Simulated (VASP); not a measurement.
# TaN (P-6m2) in VASP: single point with PBEsol

Aim: the single point of TaN with PBEsol.

Everything below comes from runs of VASP 6.6.1. Logs are shortened: lines on timing, memory, paths and dates and some standing lists are left out, and cuts for length are marked.

## 1. The cell of the first run

Symmetry: P-6m2, No. 187, hexagonal system. Conventional cell: a = 2.897 Å, b = 2.897 Å, c = 2.849 Å, α = 90.00°, β = 90.00°, γ = 120.00°. Within 2.9 Å of Ta (site symmetry -6m2) lie 6 N at 2.20 Å and 8 Ta at 2.85 to 2.90 Å. Within 2.9 Å of N (site symmetry -6m2) lie 6 Ta at 2.20 Å and 8 N at 2.85 to 2.90 Å.

## 2. Single point, PBEsol

Contents of INCAR:

```
PREC = Accurate
ENCUT = 700
EDIFF = 1E-6
ISMEAR = -1
SIGMA = 0.05
LREAL = F
LASPH = T
NELM = 120
ALGO = Normal
ISIF = 2
LWAVE = F
LCHARG = F
GGA = PS
NBANDS = 16
GGA_COMPAT = F
```

Contents of KPOINTS:

```
regular mesh
0
Gamma
  18 18 16
```

Contents of POSCAR:

```
TaN
1.0
    2.8969974683      0.0000000000      0.0000000000
   -1.4484987341      2.5088734022      0.0000000000
    0.0000000000      0.0000000000      2.8491135690
Ta N
1 1
Direct
    0.0000000000      0.0000000000      0.5000000000
    0.6666666667      0.3333333333      0.0000000000
```

Potentials or basis: VASP PAW PBE potentials, release 64 (Ta_sv_GW, N).

On the command line:

```
> cat potpaw_PBE.64/Ta_sv_GW/POTCAR potpaw_PBE.64/N/POTCAR > POTCAR
> mpirun -np 1 vasp_std > vasp.out
```

OUTCAR:

```text
PREC = Accurate
   ENCUT = 700
   EDIFF = 1E-6
   ISMEAR = -1
   LREAL = F
   LASPH = T
   NELM = 120
   ISIF = 2
   GGA = PS

 ion  position               nearest neighbor table
   1  0.000  0.000  0.500-   2 2.20   2 2.20   2 2.20   2 2.20   2 2.20   2 2.20
   2  0.667  0.333  0.000-   1 2.20   1 2.20   1 2.20   1 2.20   1 2.20   1 2.20

  LATTYP: Found a hexagonal cell.
 ALAT       =     2.8969974683
 C/A-ratio  =     0.9834711974

  Lattice vectors:

 A1 = (   2.8969974683,   0.0000000000,   0.0000000000)
 A2 = (  -1.4484987341,   2.5088734022,   0.0000000000)
 A3 = (   0.0000000000,   0.0000000000,   2.8491135690)

Analysis of symmetry for initial positions (statically):
=====================================================================
 Subroutine PRICEL returns:
 Original cell was already a primitive cell.

 Routine SETGRP: Setting up the symmetry group for a
 hexagonal supercell.

 Subroutine GETGRP returns: Found 12 space group operations
 (whereof 12 operations were pure point group operations)
 out of a pool of 24 trial point group operations.

The static configuration has the point symmetry D_3h.

Analysis of symmetry for dynamics (positions and initial velocities):
=====================================================================
 Subroutine PRICEL returns:
 Original cell was already a primitive cell.

 Routine SETGRP: Setting up the symmetry group for a
 hexagonal supercell.

 Subroutine GETGRP returns: Found 12 space group operations
 (whereof 12 operations were pure point group operations)
 out of a pool of 24 trial point group operations.

The dynamic configuration has the point symmetry D_3h.

 Subroutine INISYM returns: Found 12 space group operations
 (whereof 12 operations are pure point group operations),
 and found     1 'primitive' translations

----------------------------------------------------------------------------------------

                                     Primitive cell

  volume of cell :      20.7079

  direct lattice vectors                    reciprocal lattice vectors
     2.896997468  0.000000000  0.000000000     0.345184975  0.199292638  0.000000000
    -1.448498734  2.508873402  0.000000000     0.000000000  0.398585277  0.000000000
     0.000000000  0.000000000  2.849113569     0.000000000  0.000000000  0.350986360

  length of vectors
     2.896997468  2.896997468  2.849113569     0.398585277  0.398585277  0.350986360

  position of ions in fractional coordinates (direct lattice)
     0.000000000  0.000000000  0.500000000
     0.666666667  0.333333333  0.000000000

  ion indices of the primitive-cell ions
   primitive index   ion index
                 1           1
                 2           2

----------------------------------------------------------------------------------------

 KPOINTS: regular mesh

Automatic generation of k-mesh.
 Grid dimensions read from file:
 generate k-points for:   18   18   16

 Generating k-lattice:

  Cartesian coordinates                     Fractional coordinates (reciprocal lattice)
     0.019176943  0.011071813  0.000000000     0.055555556 -0.000000000  0.000000000
     0.000000000  0.022143627  0.000000000     0.000000000  0.055555556  0.000000000
     0.000000000  0.000000000  0.021936647     0.000000000  0.000000000  0.062500000

  Length of vectors
     0.022143627  0.022143627  0.021936647

  Shift w.r.t. Gamma in fractional coordinates (k-lattice)
     0.000000000  0.000000000  0.000000000

 Subroutine IBZKPT returns following result:
 ===========================================

 Found    333 irreducible k-points:

 Following reciprocal coordinates:
            Coordinates               Weight
  0.000000  0.000000  0.000000      1.000000
  0.055556 -0.000000  0.000000      6.000000
  0.111111 -0.000000  0.000000      6.000000
  0.166667 -0.000000  0.000000      6.000000
  0.222222  0.000000  0.000000      6.000000
  0.277778 -0.000000  0.000000      6.000000
[... 16 lines left out ...]
  0.333333  0.111111  0.000000     12.000000
  0.388889  0.111111  0.000000     12.000000
 [... further k-points ...]
   k-points           NKPTS =    333   k-points in BZ     NKDIM =    333   number of bands    NBANDS=     16
   number of dos      NEDOS =    301   number of ions     NIONS =      2
   total plane-waves  NPLWV =  21952
   dimension x,y,z NGX =    28 NGY =   28 NGZ =   28
   dimension x,y,z NGXF=    56 NGYF=   56 NGZF=   56
   ions per type =               1   1
   NGX,Y,Z   is equivalent  to a cutoff of  16.07, 16.07, 16.34 a.u.
   NGXF,Y,Z  is equivalent  to a cutoff of  32.14, 32.14, 32.68 a.u.
 SYSTEM =  unknown system
   PREC   = accura    normal or accurate (medium, high low for compatibility)
   ISTART =      0    job   : 0-new  1-cont  2-samecut
   ICHARG =      2    charge: 1-file 2-atom 10-const
   ISPIN  =      1    spin polarized calculation?
   LNONCOLLINEAR =      F non collinear calculations
   LSORBIT =      F    spin-orbit coupling
   LASPH  =      T    aspherical Exc in radial PAW
   ENCUT  =  700.0 eV  51.45 Ry    7.17 a.u.   6.25  6.25  6.15*2*pi/ulx,y,z
   NELM   =    120;   NELMIN=  2; NELMDL= -5     # of ELM steps
   EDIFF  = 0.1E-05   stopping-criterion for ELM
   LREAL  =      F    real-space projection
   EDIFFG = 0.1E-04   stopping-criterion for IOM
   NSW    =      0    number of steps for IOM
   IBRION =     -1    ionic relax: 0-MD 1-quasi-New 2-CG
   NFREE  =      0    steps in history (QN), initial steepest desc. (CG)
   ISIF   =      2    stress and relaxation
   ISYM   =      2    0-nonsym 1-usesym 2-fastsym
   POTIM  = 0.5000    time-step for ionic-motion
   TEBEG  =    0.0;   TEEND  =   0.0 temperature during run
   PSTRESS=    0.0 pullay stress
   NELECT =      18.0000    total number of electrons
   NUPDOWN=      -1.0000    fix difference up-down
   EMIN   =  10.00;   EMAX   =-10.00  energy-range for DOS
   EFERMI =   0.00;   METHOD = LEGACY
   ISMEAR =    -1;   SIGMA  =   0.05  broadening in eV -4-tet -1-fermi 0-gaus
   EFERMI_NEDOS =   21; number of points for ismear=-14 and -15
   IALGO  =     38    algorithm
   IMIX   =      4    mixing-type and parameters
     AMIX     =   0.40;   BMIX     =  1.00
     AMIX_MAG =   1.60;   BMIX_MAG =  1.00
  volume/ion in A,a.u.               =      10.35        69.87
  Fermi-wavevector in a.u.,A,eV,Ry     =   1.562380  2.952471 33.212265  2.441033
  Thomas-Fermi vector in A             =   2.665307
   LORBIT       =      0    0 simple, 1 ext, 2 COOP (PROOUT), +10 PAW based schemes
   GGA     = PS    functional components
   LHFCALC =     F    Hartree Fock is set to
   AEXX    =    0.0000 exact exchange contribution
   IVDW    =     0    specifies the selected vdW correction
   LEPSILON=     F    determine dielectric tensor
   LRPA    =     F    only Hartree local field effects (RPA)
 non-spin polarized calculation
  energy-cutoff  :      700.00
  volume of cell :       20.71
 maximum number of plane-waves:       889
 NGX is ok and might be reduce to    28
   NGX = 13   NGY = 13   NGZ = 13

 number of electron      18.0000000 magnetization

 Free energy of the ion-electron system (eV)
  ---------------------------------------------------
  ext. energy  EPLUGINS =         0.00000000
  ---------------------------------------------------
  free energy    TOTEN  =       -26.32669261 eV

  energy without entropy =      -26.32620156  energy(sigma->0) =      -26.32644709

 E-fermi :  12.8416     XC(G=0): -14.1016

 val. band max:       12.7925641343   @ k =   0.0000   0.0000   0.4375
 cond. band min:      12.8776778945   @ k =   0.0556  -0.0000   0.5000
 fundamental gap:      0.0851137601
 Fermi energy:        12.8416194873

 k-point     1 :       0.0000    0.0000    0.0000
  band No.  band energies     occupation
      1     -55.5000      2.00000
      2     -21.7768      2.00000
      3     -21.4866      2.00000
      4     -21.4866      2.00000
      5      -5.1380      2.00000
      6       8.1543      2.00000
[... 8 lines left out ...]
     15      26.0231      0.00000
     16      29.3498      0.00000

 k-point     2 :       0.0556   -0.0000    0.0000
  band No.  band energies     occupation
      1     -55.4972      2.00000
      2     -21.7717      2.00000
      3     -21.5264      2.00000
      4     -21.4950      2.00000
      5      -5.0680      2.00000
      6       7.9365      2.00000
[... 8 lines left out ...]
     15      26.0226      0.00000
     16      29.4840      0.00000

 k-point     3 :       0.1111   -0.0000    0.0000
  band No.  band energies     occupation
      1     -55.4892      2.00000
      2     -21.7572      2.00000
      3     -21.6396      2.00000
      4     -21.5190      2.00000
      5      -4.8660      2.00000
      6       7.4308      2.00000
[... 8 lines left out ...]
     15      26.0121      0.00000
     16      29.8700      0.00000

 k-point     4 :       0.1667   -0.0000    0.0000
  band No.  band energies     occupation
      1     -55.4768      2.00000
      2     -21.8092      2.00000
      3     -21.7348      2.00000
      4     -21.5555      2.00000
      5      -4.5545      2.00000
      6       6.7943      2.00000
[... 8 lines left out ...]
     15      26.0164      0.00000
     16      30.4715      0.00000
[... 324 lines left out ...]
 k-point    22 :       0.2778    0.1111    0.0000
  band No.  band energies     occupation
      1     -55.4265      2.00000
      2     -22.4031      2.00000
      3     -21.7641      2.00000
      4     -21.6423      2.00000
      5      -3.2102      2.00000
      6       5.0664      2.00000
[... 8 lines left out ...]
     15      26.7836      0.00000
     16      29.2015      0.00000

 k-point    23 :       0.3333    0.1111    0.0000
  band No.  band energies     occupation
      1     -55.4148      2.00000
      2     -22.5332      2.00000
      3     -21.8101      2.00000
      4     -21.6208      2.00000
      5      -2.8758      2.00000
      6       4.7524      2.00000
[... 8 lines left out ...]
     15      26.4320      0.00000
     16      28.6966      0.00000

 k-point    24 :       0.3889    0.1111    0.0000
  band No.  band energies     occupation
      1     -55.4072      2.00000
      2     -22.6169      2.00000
      3     -21.8400      2.00000
      4     -21.6067      2.00000
      5      -2.6499      2.00000
      6       4.5590      2.00000
[... 8 lines left out ...]
     15      25.4720      0.00000
     16      28.9577      0.00000

 [... further k-points ...]

------------------------ aborting loop because EDIFF is reached ----------------------------------------

  FORCE on cell =-STRESS in cart. coord.  units (eV):
  Direction    XX          YY          ZZ          XY          YZ          ZX
  --------------------------------------------------------------------------------------
  -------------------------------------------------------------------------------------
  Total        1.2947384      1.2947384      1.3136818      0.0000000      0.0000000      0.0000000
  in kB      100.1742216    100.1742216    101.6398774      0.0000000      0.0000000      0.0000000
  external PRESSURE =     100.6627735 kB  Pullay stress =       0.0000000 kB

 VOLUME and BASIS-vectors are now :
 -----------------------------------------------------------------------------
  energy-cutoff  :      700.00
  volume of cell :       20.71
      direct lattice vectors                 reciprocal lattice vectors
     2.896997468  0.000000000  0.000000000     0.345184975  0.199292638  0.000000000
    -1.448498734  2.508873402  0.000000000     0.000000000  0.398585277  0.000000000
     0.000000000  0.000000000  2.849113569     0.000000000  0.000000000  0.350986360

 POSITION                                       TOTAL-FORCE (eV/Angst)
 -----------------------------------------------------------------------------------
      0.00000      0.00000      1.42456         0.000000      0.000000      0.000000
      1.44850      0.83629      0.00000        -0.000000      0.000000      0.000000
 -----------------------------------------------------------------------------------
    total drift:                               -0.000000      0.000000      0.000000

  FREE ENERGIE OF THE ION-ELECTRON SYSTEM (eV)
  ---------------------------------------------------
  free  energy   TOTEN  =       -26.3266926140 eV

  energy  without entropy=      -26.3262015633  energy(sigma->0) =      -26.32644709
```

Run time: 66 s. Hardware: 1 thread of Intel Xeon 6975P-C (Granite Rapids), shared host; peak memory 0.32 GiB.

Results:

| Quantity | Value |
| --- | --- |
| Free energy | -26.3267 eV |
| Pressure | 10.1 GPa |
| Band gap on the k mesh | zero (bands 9 and 10 overlap by 0.45 eV) |

Stress tensor (GPa, compression positive):
```
10.02  0.00  0.00
 0.00 10.02  0.00
 0.00  0.00 10.16
```

Levels at points of the mesh, in eV from the Fermi level:
```
           k point  band 6  band 7  band 8  band 9  band 10  band 11  band 12  band 13
(0.00, 0.00, 0.00)   -4.69   -4.69   -4.37   -2.94     2.55     3.80     3.80     4.25
(0.50, 0.00, 0.00)   -8.49   -5.38   -3.62   -3.19     3.18     4.34     5.45     5.66
(0.00, 0.00, 0.50)   -9.59   -3.83   -3.83   -0.08    -0.08     2.55     3.46     3.46
(0.50, 0.00, 0.50)   -7.53   -6.31   -5.87   -0.22     4.48     5.73     6.46     7.52
```

Caveat: the cell stands under pressure; the PAW data sets were made with another functional, which shifts forces and pressure a little; spin-orbit coupling is left out, which moves the levels of the heavy elements.

The gap in the log of VASP goes by the Fermi energy; the results here count the filled bands.